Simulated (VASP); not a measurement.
# TiB2 (P6/mmm) in VASP: notebook

The runs below take TiB2 through single point, with PBEsol.

Everything below comes from runs of VASP 6.6.1. Logs are shortened: lines on timing, memory, paths and dates and some standing lists are left out, and cuts for length are marked.

### Step 1. The cell of the first run

Symmetry: P6/mmm, No. 191, hexagonal system. The conventional cell has a = 3.029 Å, b = 3.029 Å, c = 3.228 Å, α = 90.00°, β = 90.00°, γ = 120.00°. Ti (site symmetry 6/mmm) has 12 B at 2.38 Å and 6 Ti at 3.03 Å within 3.1 Å. Within 2.3 Å of B (site symmetry -6m2) lie 3 B at 1.75 Å.

### Step 2. Single point, PBEsol

File INCAR:

```
PREC     = Accurate       # precision mode
ENCUT    = 520            # plane-wave cutoff, eV
EDIFF    = 1E-6           # SCF threshold, eV
ISMEAR   = 1              # smearing method
SIGMA    = 0.1            # smearing width, eV
LREAL    = F              # projectors in reciprocal space
LASPH    = T              # aspherical terms in the spheres
NELM     = 100            # most SCF steps
ALGO     = Normal         # electronic algorithm
ISIF     = 2              # what is computed and relaxed
LWAVE    = F              # write WAVECAR
LCHARG   = T              # write CHGCAR
GGA      = PS             # functional
LELF     = T              # ELF
LVHAR    = T            
NBANDS   = 16             # bands
```

File KPOINTS:

```
regular mesh
0
Gamma
  10 10 9
```

File POSCAR:

```
TiB2
1.0
    3.0292000000      0.0000000000      0.0000000000
   -1.5146000000      2.6233641500      0.0000000000
    0.0000000000      0.0000000000      3.2284000000
Ti B
1 2
Direct
    0.0000000000      0.0000000000      0.0000000000
    0.3333333333      0.6666666667      0.5000000000
    0.6666666667      0.3333333333      0.5000000000
```

Potentials or basis: VASP PAW PBE potentials, release 64 (Ti_sv, B).

Started as:

```bash
> cat potpaw_PBE.64/Ti_sv/POTCAR potpaw_PBE.64/B/POTCAR > POTCAR
> mpirun -np 1 vasp_std > vasp.out
```

OUTCAR:

```text
PREC = Accurate
   ENCUT = 520
   EDIFF = 1E-6
   ISMEAR = 1
   LREAL = F
   LASPH = T
   NELM = 100
   ISIF = 2
   GGA = PS

 ion  position               nearest neighbor table
   1  0.000  0.000  0.000-   2 2.38   2 2.38   3 2.38   3 2.38   2 2.38   3 2.38   2 2.38   3 2.38
                             3 2.38   3 2.38   2 2.38   2 2.38
   2  0.333  0.667  0.500-   3 1.75   3 1.75   3 1.75   1 2.38   1 2.38   1 2.38   1 2.38   1 2.38
                             1 2.38
   3  0.667  0.333  0.500-   2 1.75   2 1.75   2 1.75   1 2.38   1 2.38   1 2.38   1 2.38   1 2.38
                             1 2.38

  LATTYP: Found a hexagonal cell.
 ALAT       =     3.0292000000
 C/A-ratio  =     1.0657599366

  Lattice vectors:

 A1 = (   3.0292000000,   0.0000000000,   0.0000000000)
 A2 = (  -1.5146000000,   2.6233641500,   0.0000000000)
 A3 = (   0.0000000000,   0.0000000000,   3.2284000000)

Analysis of symmetry for initial positions (statically):
=====================================================================
 Subroutine PRICEL returns:
 Original cell was already a primitive cell.

 Routine SETGRP: Setting up the symmetry group for a
 hexagonal supercell.

 Subroutine GETGRP returns: Found 24 space group operations
 (whereof 24 operations were pure point group operations)
 out of a pool of 24 trial point group operations.

The static configuration has the point symmetry D_6h.

Analysis of symmetry for dynamics (positions and initial velocities):
=====================================================================
 Subroutine PRICEL returns:
 Original cell was already a primitive cell.

 Routine SETGRP: Setting up the symmetry group for a
 hexagonal supercell.

 Subroutine GETGRP returns: Found 24 space group operations
 (whereof 24 operations were pure point group operations)
 out of a pool of 24 trial point group operations.

The dynamic configuration has the point symmetry D_6h.

 Subroutine INISYM returns: Found 24 space group operations
 (whereof 24 operations are pure point group operations),
 and found     1 'primitive' translations

----------------------------------------------------------------------------------------

                                     Primitive cell

  volume of cell :      25.6551

  direct lattice vectors                    reciprocal lattice vectors
     3.029200000  0.000000000  0.000000000     0.330120164  0.190594966  0.000000000
    -1.514600000  2.623364150  0.000000000     0.000000000  0.381189931  0.000000000
     0.000000000  0.000000000  3.228400000     0.000000000  0.000000000  0.309750960

  length of vectors
     3.029200000  3.029199997  3.228400000     0.381189931  0.381189931  0.309750960

  position of ions in fractional coordinates (direct lattice)
     0.000000000  0.000000000  0.000000000
     0.333333333  0.666666667  0.500000000
     0.666666667  0.333333333  0.500000000

  ion indices of the primitive-cell ions
   primitive index   ion index
                 1           1
                 2           2
                 3           3

----------------------------------------------------------------------------------------

 KPOINTS: regular mesh

Automatic generation of k-mesh.
 Grid dimensions read from file:
 generate k-points for:   10   10    9

 Generating k-lattice:

  Cartesian coordinates                     Fractional coordinates (reciprocal lattice)
     0.033012016  0.019059497  0.000000000     0.100000000  0.000000000  0.000000000
     0.000000000  0.038118993  0.000000000     0.000000000  0.100000000  0.000000000
     0.000000000  0.000000000  0.034416773     0.000000000  0.000000000  0.111111111

  Length of vectors
     0.038118993  0.038118993  0.034416773

  Shift w.r.t. Gamma in fractional coordinates (k-lattice)
     0.000000000  0.000000000  0.000000000

 Subroutine IBZKPT returns following result:
 ===========================================

 Found     70 irreducible k-points:

 Following reciprocal coordinates:
            Coordinates               Weight
  0.000000  0.000000  0.000000      1.000000
  0.100000  0.000000  0.000000      6.000000
  0.200000  0.000000  0.000000      6.000000
  0.300000  0.000000  0.000000      6.000000
  0.400000 -0.000000  0.000000      6.000000
  0.500000  0.000000  0.000000      3.000000
[... 16 lines left out ...]
  0.300000  0.100000  0.111111     24.000000
  0.400000  0.100000  0.111111     24.000000
 [... further k-points ...]
   k-points           NKPTS =     70   k-points in BZ     NKDIM =     70   number of bands    NBANDS=     16
   number of dos      NEDOS =    301   number of ions     NIONS =      3
   total plane-waves  NPLWV =  13824
   dimension x,y,z NGX =    24 NGY =   24 NGZ =   24
   dimension x,y,z NGXF=    48 NGYF=   48 NGZF=   48
   ions per type =               1   2
   NGX,Y,Z   is equivalent  to a cutoff of  13.17, 13.17, 12.36 a.u.
   NGXF,Y,Z  is equivalent  to a cutoff of  26.34, 26.34, 24.72 a.u.
 SYSTEM =  unknown system
   PREC   = accura    normal or accurate (medium, high low for compatibility)
   ISTART =      0    job   : 0-new  1-cont  2-samecut
   ICHARG =      2    charge: 1-file 2-atom 10-const
   ISPIN  =      1    spin polarized calculation?
   LNONCOLLINEAR =      F non collinear calculations
   LSORBIT =      F    spin-orbit coupling
   LASPH  =      T    aspherical Exc in radial PAW
   ENCUT  =  520.0 eV  38.22 Ry    6.18 a.u.   5.63  5.63  6.00*2*pi/ulx,y,z
   NELM   =    100;   NELMIN=  2; NELMDL= -5     # of ELM steps
   EDIFF  = 0.1E-05   stopping-criterion for ELM
   LREAL  =      F    real-space projection
   EDIFFG = 0.1E-04   stopping-criterion for IOM
   NSW    =      0    number of steps for IOM
   IBRION =     -1    ionic relax: 0-MD 1-quasi-New 2-CG
   NFREE  =      0    steps in history (QN), initial steepest desc. (CG)
   ISIF   =      2    stress and relaxation
   ISYM   =      2    0-nonsym 1-usesym 2-fastsym
   POTIM  = 0.5000    time-step for ionic-motion
   TEBEG  =    0.0;   TEEND  =   0.0 temperature during run
   PSTRESS=    0.0 pullay stress
   NELECT =      18.0000    total number of electrons
   NUPDOWN=      -1.0000    fix difference up-down
   EMIN   =  10.00;   EMAX   =-10.00  energy-range for DOS
   EFERMI =   0.00;   METHOD = LEGACY
   ISMEAR =     1;   SIGMA  =   0.10  broadening in eV -4-tet -1-fermi 0-gaus
   EFERMI_NEDOS =   21; number of points for ismear=-14 and -15
   IALGO  =     38    algorithm
   IMIX   =      4    mixing-type and parameters
     AMIX     =   0.40;   BMIX     =  1.00
     AMIX_MAG =   1.60;   BMIX_MAG =  1.00
  volume/ion in A,a.u.               =       8.55        57.71
  Fermi-wavevector in a.u.,A,eV,Ry     =   1.454703  2.748990 28.792122  2.116161
  Thomas-Fermi vector in A             =   2.571823
   LORBIT       =      0    0 simple, 1 ext, 2 COOP (PROOUT), +10 PAW based schemes
   GGA     = PS    functional components
   LHFCALC =     F    Hartree Fock is set to
   AEXX    =    0.0000 exact exchange contribution
   IVDW    =     0    specifies the selected vdW correction
   LEPSILON=     F    determine dielectric tensor
   LRPA    =     F    only Hartree local field effects (RPA)
 non-spin polarized calculation
 Methfessel and Paxton  Order N= 1 SIGMA  =   0.10
  energy-cutoff  :      520.00
  volume of cell :       25.66
 maximum number of plane-waves:       721
 NGX is ok and might be reduce to    24
   NGX = 11   NGY = 11   NGZ = 13

 number of electron      18.0000002 magnetization

 Free energy of the ion-electron system (eV)
  ---------------------------------------------------
  ext. energy  EPLUGINS =         0.00000000
  ---------------------------------------------------
  free energy    TOTEN  =       -25.77939474 eV

  energy without entropy =      -25.77861594  energy(sigma->0) =      -25.77913514

 E-fermi :   9.8290     XC(G=0): -12.8719

 val. band max:        9.7604796233   @ k =   0.0000   0.0000   0.4444
 cond. band min:       9.8380938009   @ k =   0.1000   0.0000   0.3333
 fundamental gap:      0.0776141776
 Fermi energy:         9.8290146189

 k-point     1 :       0.0000    0.0000    0.0000
  band No.  band energies     occupation
      1     -46.7974      2.00000
      2     -23.2490      2.00000
      3     -22.9397      2.00000
      4     -22.9397      2.00000
      5      -3.5610      2.00000
      6       7.3129      2.00000
[... 8 lines left out ...]
     15      15.6760      0.00000
     16      16.8841      0.00000

 k-point     2 :       0.1000    0.0000    0.0000
  band No.  band energies     occupation
      1     -46.7921      2.00000
      2     -23.2422      2.00000
      3     -22.9801      2.00000
      4     -22.9488      2.00000
      5      -3.3686      2.00000
      6       6.7721      2.00000
[... 8 lines left out ...]
     15      16.7684      0.00000
     16      17.4939      0.00000

 k-point     3 :       0.2000    0.0000    0.0000
  band No.  band energies     occupation
      1     -46.7782      2.00000
      2     -23.2245      2.00000
      3     -23.0850      2.00000
      4     -22.9727      2.00000
      5      -2.8074      2.00000
      6       5.4588      2.00000
[... 8 lines left out ...]
     15      17.7838      0.00000
     16      18.8816      0.00000

 k-point     4 :       0.3000    0.0000    0.0000
  band No.  band energies     occupation
      1     -46.7609      2.00000
      2     -23.2123      2.00000
      3     -23.2027      2.00000
      4     -23.0021      2.00000
      5      -1.9180      2.00000
      6       3.8475      2.00000
[... 8 lines left out ...]
     15      17.2277      0.00000
     16      18.9968      0.00000
[... 324 lines left out ...]
 k-point    22 :       0.2000    0.1000    0.1111
  band No.  band energies     occupation
      1     -46.7652      2.00000
      2     -23.2331      2.00000
      3     -23.1554      2.00000
      4     -22.9999      2.00000
      5      -2.1394      2.00000
      6       4.6805      2.00000
[... 8 lines left out ...]
     15      17.9218      0.00000
     16      19.2890      0.00000

 k-point    23 :       0.3000    0.1000    0.1111
  band No.  band energies     occupation
      1     -46.7495      2.00000
      2     -23.2620      2.00000
      3     -23.2119      2.00000
      4     -23.0338      2.00000
      5      -1.1410      2.00000
      6       3.1044      2.00000
[... 8 lines left out ...]
     15      18.1654      0.00000
     16      19.5046      0.00000

 k-point    24 :       0.4000    0.1000    0.1111
  band No.  band energies     occupation
      1     -46.7398      2.00000
      2     -23.3266      2.00000
      3     -23.1993      2.00000
      4     -23.0547      2.00000
      5       0.1012      2.00000
      6       1.5418      2.00000
[... 8 lines left out ...]
     15      18.5186      0.00000
     16      19.2363      0.00000

 [... further k-points ...]

------------------------ aborting loop because EDIFF is reached ----------------------------------------

  FORCE on cell =-STRESS in cart. coord.  units (eV):
  Direction    XX          YY          ZZ          XY          YZ          ZX
  --------------------------------------------------------------------------------------
  -------------------------------------------------------------------------------------
  Total       -0.6198244     -0.6198244     -1.0060990      0.0000000      0.0000000      0.0000000
  in kB      -38.7084151    -38.7084150    -62.8315038      0.0000000      0.0000000      0.0000000
  external PRESSURE =     -46.7494446 kB  Pullay stress =       0.0000000 kB

 VOLUME and BASIS-vectors are now :
 -----------------------------------------------------------------------------
  energy-cutoff  :      520.00
  volume of cell :       25.66
      direct lattice vectors                 reciprocal lattice vectors
     3.029200000  0.000000000  0.000000000     0.330120164  0.190594966  0.000000000
    -1.514600000  2.623364150  0.000000000     0.000000000  0.381189931  0.000000000
     0.000000000  0.000000000  3.228400000     0.000000000  0.000000000  0.309750960

 POSITION                                       TOTAL-FORCE (eV/Angst)
 -----------------------------------------------------------------------------------
      0.00000      0.00000      0.00000         0.000000      0.000000     -0.000000
     -0.00000      1.74891      1.61420         0.000000     -0.000000      0.000000
      1.51460      0.87445      1.61420        -0.000000      0.000000     -0.000000
 -----------------------------------------------------------------------------------
    total drift:                               -0.000000      0.000000      0.000000

  FREE ENERGIE OF THE ION-ELECTRON SYSTEM (eV)
  ---------------------------------------------------
  free  energy   TOTEN  =       -25.7793947411 eV

  energy  without entropy=      -25.7786159387  energy(sigma->0) =      -25.77913514
```

It took 21 s on 1 thread of Intel Xeon 6975P-C, shared host; peak memory 0.16 GiB.

Results:

```yaml
Free_energy: -25.7794 eV
Pressure: -4.7 GPa
Band_gap_on_the_k_mesh: zero (band 9 reaches 10.09 eV, above the bottom of band 10 at 9.73 eV)
```

Caveat: the PAW data sets were made with another functional, which shifts forces and pressure a little.

### Step 3. Single point, PBEsol

File INCAR:

```
SYSTEM = TiB2
PREC = Accurate
ENCUT = 520
EDIFF = 1E-6
ISMEAR = 1
SIGMA = 0.1
LREAL = .FALSE.
LASPH = .TRUE.
NELM = 80
ALGO = Normal
ISIF = 2
LWAVE = .FALSE.
LCHARG = .FALSE.
GGA = PS
NBANDS = 16
```

File KPOINTS:

```
Automatic mesh
0
G
  10 10 9
  0 0 0
```

POSCAR is that of step 2.

Potentials or basis: VASP PAW PBE potentials, release 64 (Ti_sv, B).

Started as:

```bash
> cat potpaw_PBE.64/Ti_sv/POTCAR potpaw_PBE.64/B/POTCAR > POTCAR
> mpirun -np 1 vasp_std > vasp.out
```

It took 19 s on 1 thread of Intel Xeon 6975P-C, shared host; peak memory 0.15 GiB.

It converged, with:

* Free energy: -25.7794 eV
* Pressure: -4.7 GPa
* Band gap on the k mesh: zero (band 9 reaches 10.09 eV, above the bottom of band 10 at 9.73 eV)

Stress tensor (GPa, compression positive):
```
-3.87  0.00  0.00
 0.00 -3.87  0.00
 0.00  0.00 -6.28
```

Levels at points of the mesh, in eV from the Fermi level:
```
           k point  band 5  band 6  band 7  band 8  band 9  band 10  band 11  band 12  band 13  band 14
(0.00, 0.00, 0.00)  -13.39   -2.52   -2.52   -2.23   -2.07     1.97     1.97     3.76     3.76     5.85
(0.50, 0.00, 0.00)   -9.28   -9.10   -3.17   -3.15   -2.21     1.41     2.83     3.31     3.46     7.50
```

Caveat: the PAW data sets were made with another functional, which shifts forces and pressure a little.
